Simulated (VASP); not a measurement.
# MgO in VASP: relaxation of the atoms with LDA

Aim: the relaxation of the atoms of MgO with LDA.

Program: VASP 6.6.1. These are calculated values, not measurements. Logs are shortened: lines on timing, memory, paths and dates and some standing lists are left out, and cuts for length are marked.

### 1 The cell of the first run

The cell holds a slab with vacuum, 6 atoms: a = 2.941 Å, b = 2.941 Å, c = 20.159 Å, α = 90.00°, β = 90.00°, γ = 90.00°.

### 2 Relaxation of the atoms, LDA

INCAR

```
ALGO = Normal ; DIPOL = 0.5 0.5 0.500
EDIFF = 1E-6 ; EDIFFG = -0.01
ENCUT = 520 ; GGA = CA
IBRION = 2 ; IDIPOL = 3
ISIF = 2 ; ISMEAR = -1
LASPH = T ; LCHARG = F
LDIPOL = T ; LREAL = F
LWAVE = F ; NELM = 60
NSW = 32 ; PREC = Accurate
SIGMA = 0.02
```

KPOINTS

```
k-points
0
Gamma
  10 10 1
```

POSCAR

```
MgO
1.0
    2.9410256062      0.0000000000      0.0000000000
    0.0000000000      2.9410256062      0.0000000000
    0.0000000000      0.0000000000     20.1592000000
Mg O
3 3
Direct
    0.2500000000      0.2500000000      0.3977374705
    0.7500000000      0.7500000000      0.5000000009
    0.2500000000      0.2500000000      0.6022625296
    0.7500000000      0.7500000000      0.3958008403
    0.2500000000      0.2500000000      0.4999999986
    0.7500000000      0.7500000000      0.6041991602
```

Potentials or basis: VASP PAW LDA potentials, release 64 (Mg, O).

The run is started by

```sh
cat potpaw_LDA.64/Mg/POTCAR potpaw_LDA.64/O/POTCAR > POTCAR
mpirun -np 1 vasp_std > vasp.out
```

OUTCAR:

```text
EDIFF = 1E-6
   EDIFFG = -0.01
   ENCUT = 520
   GGA = CA
   IBRION = 2
   ISIF = 2
   ISMEAR = -1
   LASPH = T
   LREAL = F
   NELM = 60
   NSW = 32
   PREC = Accurate

 ion  position               nearest neighbor table
   1  0.250  0.250  0.398-   5 2.06   4 2.08   4 2.08   4 2.08   4 2.08   2 2.93   2 2.93   2 2.93
                             2 2.93
   2  0.750  0.750  0.500-   5 2.08   5 2.08   5 2.08   5 2.08   6 2.10   4 2.10   3 2.93   3 2.93
                             3 2.93   3 2.93   1 2.93   1 2.93   1 2.93   1 2.93
   3  0.250  0.250  0.602-   5 2.06   6 2.08   6 2.08   6 2.08   6 2.08   2 2.93   2 2.93   2 2.93
                             2 2.93
   4  0.750  0.750  0.396-   1 2.08   1 2.08   1 2.08   1 2.08   2 2.10
   5  0.250  0.250  0.500-   1 2.06   3 2.06   2 2.08   2 2.08   2 2.08   2 2.08
   6  0.750  0.750  0.604-   3 2.08   3 2.08   3 2.08   3 2.08   2 2.10

  LATTYP: Found a simple tetragonal cell.
 ALAT       =     2.9410256062
 C/A-ratio  =     6.8544795929

  Lattice vectors:

 A1 = (   2.9410256062,   0.0000000000,   0.0000000000)
 A2 = (   0.0000000000,   2.9410256062,   0.0000000000)
 A3 = (   0.0000000000,   0.0000000000,  20.1592000000)

Analysis of symmetry for initial positions (statically):
=====================================================================
 Subroutine PRICEL returns:
 Original cell was already a primitive cell.

 Routine SETGRP: Setting up the symmetry group for a
 simple tetragonal supercell.

 Subroutine GETGRP returns: Found 16 space group operations
 (whereof  4 operations were pure point group operations)
 out of a pool of 16 trial point group operations.

The static configuration has the point symmetry C_2v.
 The point group associated with its full space group is D_4h.

Analysis of symmetry for dynamics (positions and initial velocities):
=====================================================================
 Subroutine PRICEL returns:
 Original cell was already a primitive cell.

 Routine SETGRP: Setting up the symmetry group for a
 simple tetragonal supercell.

 Subroutine GETGRP returns: Found 16 space group operations
 (whereof  4 operations were pure point group operations)
 out of a pool of 16 trial point group operations.

The dynamic configuration has the point symmetry C_2v.
 The point group associated with its full space group is D_4h.

 Subroutine INISYM returns: Found 16 space group operations
 (whereof  4 operations are pure point group operations),
 and found     1 'primitive' translations

----------------------------------------------------------------------------------------

                                     Primitive cell

  volume of cell :     174.3697

  direct lattice vectors                    reciprocal lattice vectors
     2.941025606  0.000000000  0.000000000     0.340017441  0.000000000  0.000000000
     0.000000000  2.941025606  0.000000000     0.000000000  0.340017441  0.000000000
     0.000000000  0.000000000 20.159200000     0.000000000  0.000000000  0.049605143

  length of vectors
     2.941025606  2.941025606 20.159200000     0.340017441  0.340017441  0.049605143

  position of ions in fractional coordinates (direct lattice)
     0.250000000  0.250000000  0.397737470
     0.750000000  0.750000000  0.500000001
     0.250000000  0.250000000  0.602262530
     0.750000000  0.750000000  0.395800840
     0.250000000  0.250000000  0.499999999
     0.750000000  0.750000000  0.604199160

  ion indices of the primitive-cell ions
   primitive index   ion index
                 1           1
                 2           2
                 3           3
                 4           4
                 5           5
                 6           6

----------------------------------------------------------------------------------------

 KPOINTS: k-points

Automatic generation of k-mesh.
 Grid dimensions read from file:
 generate k-points for:   10   10    1

 Generating k-lattice:

  Cartesian coordinates                     Fractional coordinates (reciprocal lattice)
     0.034001744  0.000000000  0.000000000     0.100000000  0.000000000  0.000000000
     0.000000000  0.034001744  0.000000000     0.000000000  0.100000000  0.000000000
     0.000000000  0.000000000  0.049605143     0.000000000  0.000000000  1.000000000

  Length of vectors
     0.034001744  0.034001744  0.049605143

  Shift w.r.t. Gamma in fractional coordinates (k-lattice)
     0.000000000  0.000000000  0.000000000

 Subroutine IBZKPT returns following result:
 ===========================================

 Found     21 irreducible k-points:

 Following reciprocal coordinates:
            Coordinates               Weight
  0.000000  0.000000  0.000000      1.000000
  0.100000  0.000000  0.000000      4.000000
  0.200000  0.000000  0.000000      4.000000
  0.300000  0.000000  0.000000      4.000000
  0.400000  0.000000  0.000000      4.000000
  0.500000  0.000000  0.000000      2.000000
[... 13 lines left out ...]
  0.500000  0.400000  0.000000      4.000000
  0.500000  0.500000  0.000000      1.000000
   k-points           NKPTS =     21   k-points in BZ     NKDIM =     21   number of bands    NBANDS=     16
   number of dos      NEDOS =    301   number of ions     NIONS =      6
   total plane-waves  NPLWV =  86400
   dimension x,y,z NGX =    24 NGY =   24 NGZ =  150
   dimension x,y,z NGXF=    48 NGYF=   48 NGZF=  300
   ions per type =               3   3
   NGX,Y,Z   is equivalent  to a cutoff of  13.57, 13.57, 12.37 a.u.
   NGXF,Y,Z  is equivalent  to a cutoff of  27.13, 27.13, 24.74 a.u.
 SYSTEM =  unknown system
   PREC   = accura    normal or accurate (medium, high low for compatibility)
   ISTART =      0    job   : 0-new  1-cont  2-samecut
   ICHARG =      2    charge: 1-file 2-atom 10-const
   ISPIN  =      1    spin polarized calculation?
   LNONCOLLINEAR =      F non collinear calculations
   LSORBIT =      F    spin-orbit coupling
   LASPH  =      T    aspherical Exc in radial PAW
   ENCUT  =  520.0 eV  38.22 Ry    6.18 a.u.   5.47  5.47 37.48*2*pi/ulx,y,z
   NELM   =     60;   NELMIN=  2; NELMDL= -5     # of ELM steps
   EDIFF  = 0.1E-05   stopping-criterion for ELM
   LREAL  =      F    real-space projection
   EDIFFG = -.1E-01   stopping-criterion for IOM
   NSW    =     32    number of steps for IOM
   IBRION =      2    ionic relax: 0-MD 1-quasi-New 2-CG
   NFREE  =      1    steps in history (QN), initial steepest desc. (CG)
   ISIF   =      2    stress and relaxation
   ISYM   =      2    0-nonsym 1-usesym 2-fastsym
   POTIM  = 0.5000    time-step for ionic-motion
   TEBEG  =    0.0;   TEEND  =   0.0 temperature during run
   PSTRESS=    0.0 pullay stress
   NELECT =      24.0000    total number of electrons
   NUPDOWN=      -1.0000    fix difference up-down
   EMIN   =  10.00;   EMAX   =-10.00  energy-range for DOS
   EFERMI =   0.00;   METHOD = LEGACY
   ISMEAR =    -1;   SIGMA  =   0.02  broadening in eV -4-tet -1-fermi 0-gaus
   EFERMI_NEDOS =   21; number of points for ismear=-14 and -15
   IALGO  =     38    algorithm
   IMIX   =      4    mixing-type and parameters
     AMIX     =   0.40;   BMIX     =  1.00
     AMIX_MAG =   1.60;   BMIX_MAG =  1.00
  volume/ion in A,a.u.               =      29.06       196.12
  Fermi-wavevector in a.u.,A,eV,Ry     =   0.845256  1.597302  9.720788  0.714458
  Thomas-Fermi vector in A             =   1.960415
   LORBIT       =      0    0 simple, 1 ext, 2 COOP (PROOUT), +10 PAW based schemes
   GGA     = CA    functional components
   LHFCALC =     F    Hartree Fock is set to
   AEXX    =    0.0000 exact exchange contribution
   IVDW    =     0    specifies the selected vdW correction
   LEPSILON=     F    determine dielectric tensor
   LRPA    =     F    only Hartree local field effects (RPA)
 conjugate gradient relaxation of ions
 non-spin polarized calculation
  energy-cutoff  :      520.00
  volume of cell :      174.37
 maximum number of plane-waves:      4763
 NGX is ok and might be reduce to    24
   NGX = 11   NGY = 11   NGZ = 75

--------------------------------------- Ionic step        1  -------------------------------------------

 number of electron      23.9999980 magnetization

 Free energy of the ion-electron system (eV)
  ---------------------------------------------------
  ext. energy  EPLUGINS =         0.00000000
  ---------------------------------------------------
  free energy    TOTEN  =       -38.96629813 eV

  energy without entropy =      -38.96629813  energy(sigma->0) =      -38.96629813

------------------------ aborting loop because EDIFF is reached ----------------------------------------

  FORCE on cell =-STRESS in cart. coord.  units (eV):
  Direction    XX          YY          ZZ          XY          YZ          ZX
  --------------------------------------------------------------------------------------
  -------------------------------------------------------------------------------------
  Total       -4.2754366     -4.2754366     -0.3086621     -0.0000000     -0.0000000      0.0000000
  in kB      -39.2844025    -39.2844025     -2.8361090     -0.0000000     -0.0000000      0.0000000
  external PRESSURE =     -27.1349713 kB  Pullay stress =       0.0000000 kB
[... 145 lines left out ...]
  energy  without entropy=      -38.9666731249  energy(sigma->0) =      -38.96667312

--------------------------------------- Ionic step        5  -------------------------------------------

 number of electron      23.9999974 magnetization

 dipolmoment           0.000000      0.000000      0.000000 electrons x Angstroem

 Free energy of the ion-electron system (eV)
  ---------------------------------------------------
  ext. energy  EPLUGINS =         0.00000000
  ---------------------------------------------------
  free energy    TOTEN  =       -38.96669817 eV

  energy without entropy =      -38.96669817  energy(sigma->0) =      -38.96669817

 E-fermi :  -2.3736     XC(G=0):  -4.4104

 val. band max:       -2.8410433149   @ k =   0.0000   0.0000   0.0000
 cond. band min:       0.8075866207   @ k =   0.0000   0.0000   0.0000
 fundamental gap:      3.6486299356
 Fermi energy:        -2.3735510433

 k-point     1 :       0.0000    0.0000    0.0000
  band No.  band energies     occupation
      1     -19.6426      2.00000
      2     -18.6788      2.00000
      3     -18.2561      2.00000
      4      -6.4187      2.00000
      5      -4.8435      2.00000
      6      -3.9512      2.00000
[... 8 lines left out ...]
     15       2.7799      0.00000
     16       3.5077      0.00000
[... 365 lines left out ...]
      2     -17.7492      2.00000
      3     -17.7158      2.00000
      4      -6.6776      2.00000
      5      -6.6776      2.00000
      6      -5.5242      2.00000
[... 8 lines left out ...]
     15       6.7875      0.00000
     16       6.7875      0.00000

------------------------ aborting loop because EDIFF is reached ----------------------------------------

 vacuum level on the upper side and lower side of the slab       (xc-potential included)        -0.009        -0.009

  FORCE on cell =-STRESS in cart. coord.  units (eV):
  Direction    XX          YY          ZZ          XY          YZ          ZX
  --------------------------------------------------------------------------------------
  -------------------------------------------------------------------------------------
  Total       -4.2085430     -4.2085430     -0.0779827     -0.0000000      0.0000000      0.0000000
  in kB      -38.6697572    -38.6697572     -0.7165355     -0.0000000      0.0000000      0.0000000
  external PRESSURE =     -26.0186833 kB  Pullay stress =       0.0000000 kB

 VOLUME and BASIS-vectors are now :
 -----------------------------------------------------------------------------
  energy-cutoff  :      520.00
  volume of cell :      174.37
      direct lattice vectors                 reciprocal lattice vectors
     2.941025606  0.000000000  0.000000000     0.340017441  0.000000000  0.000000000
     0.000000000  2.941025606  0.000000000     0.000000000  0.340017441  0.000000000
     0.000000000  0.000000000 20.159200000     0.000000000  0.000000000  0.049605143
[... 12 lines left out ...]
  FREE ENERGIE OF THE ION-ELECTRON SYSTEM (eV)
  ---------------------------------------------------
  free  energy   TOTEN  =       -38.9666981731 eV

  energy  without entropy=      -38.9666981731  energy(sigma->0) =      -38.96669817

 reached required accuracy - stopping structural energy minimisation

 vacuum level on the upper side and lower side of the slab         2.693         2.693
```

It took 2.6 min on 1 thread of Intel Xeon Platinum 8375C at 2.90GHz (Ice Lake), shared host; peak memory 0.25 GiB.

Results:

* Free energy: -38.9667 eV
* Energy gained by relaxing: 0.1 meV/atom
* Ionic steps: 5
* Largest force after relaxing: 0.006 eV/Å
* Band gap on the k mesh: 3.65 eV

Forces on the atoms (eV/Å):
```
Mg   0.000  0.000 -0.003
Mg   0.000  0.000  0.000
Mg   0.000  0.000  0.003
O    0.000  0.000  0.006
O    0.000  0.000  0.000
O    0.000  0.000 -0.006
```

The path:
```tsv
step	energy change (eV)	largest force (eV/Å)	pressure (GPa)
1	0.0000	0.0450	-2.71
2	-0.0002	0.0227	-2.69
3	-0.0003	0.0376	-2.65
4	-0.0004	0.0179	-2.62
5	-0.0004	0.0063	-2.60
```

Final structure:
```
Mg O
1.0
     2.94103    0.00000    0.00000
     0.00000    2.94103    0.00000
     0.00000    0.00000   20.15920
Mg O
3 3
Direct
  0.25000 0.25000 0.39809
  0.75000 0.75000 0.50000
  0.25000 0.25000 0.60191
  0.75000 0.75000 0.39607
  0.25000 0.25000 0.50000
  0.75000 0.75000 0.60393
```
